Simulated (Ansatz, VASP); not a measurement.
## One calculation of MoS2, two programs

INCAR

```
SYSTEM = MoS2
ALGO = Normal
EDIFF = 1E-6
ENCUT = 500
GGA = PE
GGA_COMPAT = .False.
ISIF = 2
ISMEAR = 0
IVDW = 12
LASPH = .True.
LCHARG = .False.
LREAL = .False.
LWAVE = .False.
NBANDS = 20
NELM = 120
PREC = Accurate
SIGMA = 0.05
```

File KPOINTS:

```
k-points
0
Gamma
  12 12 4
  0 0 0
```

POSCAR

```
MoS2
1.0
    3.0696848962      0.0000000000      0.0000000000
   -1.5348424481      2.6584251017      0.0000000000
    0.0000000000      0.0000000000      6.9945840045
Mo S
1 2
Direct
    0.0000000000      0.0000000000      0.0000000000
    0.3333333333      0.6666666667      0.2608812309
    0.3333333333      0.6666666667      0.7391187691
```

Input for Ansatz:

```yaml
crystal:
  lattice:
    - [3.0696848962, 0.0, 0.0]
    - [-1.5348424481, 2.6584251017, 0.0]
    - [0.0, 0.0, 6.9945840045]
  atoms:
    - { symbol: Mo, position: [0.0, 0.0, 0.0] }
    - { symbol: S, position: [0.3333333333, 0.6666666667, 0.2608812309] }
    - { symbol: S, position: [0.3333333333, 0.6666666667, 0.7391187691] }
basis:
  ecutwfc: 420
kpoints:
  mp_grid: { grid: [12, 12, 4] }
hamiltonian:
  xc: pbe
  dispersion: d3bj
scf:
  occupations: { method: gaussian, width: 0.05 }
output:
  forces: true
  stress: true
  eigenvalues: true
```

Alike in both runs: task single point; functional PBE; dispersion D3(BJ); k mesh 12 × 12 × 4; occupations gaussian, width 0.05 eV; no spin polarisation.

```csv
,VASP,Ansatz
version,VASP 6.6.1,Ansatz 0.2.0
potentials or method,"VASP PAW PBE potentials, release 64 (Mo_sv, S), cutoff 500 eV","scalar-relativistic, plane waves, PAW"
valence electrons in the cell,26,26
```

```tsv
	VASP	Ansatz	Ansatz less VASP
gap on the k mesh at the Fermi level (eV)	0.63	0.63	-0.001
least direct gap on the mesh (eV)	1.29	1.29	-0.002
pressure (GPa)	-12.7	-12.6	+0.05
traceless stress, the component that is largest in VASP (GPa)	-19.83	-19.79	+0.040
rms of the force components (eV/Å)	1.542	1.539	-0.0031
```

Atom by atom the forces differ by 0.003 eV/Å (rms over components).
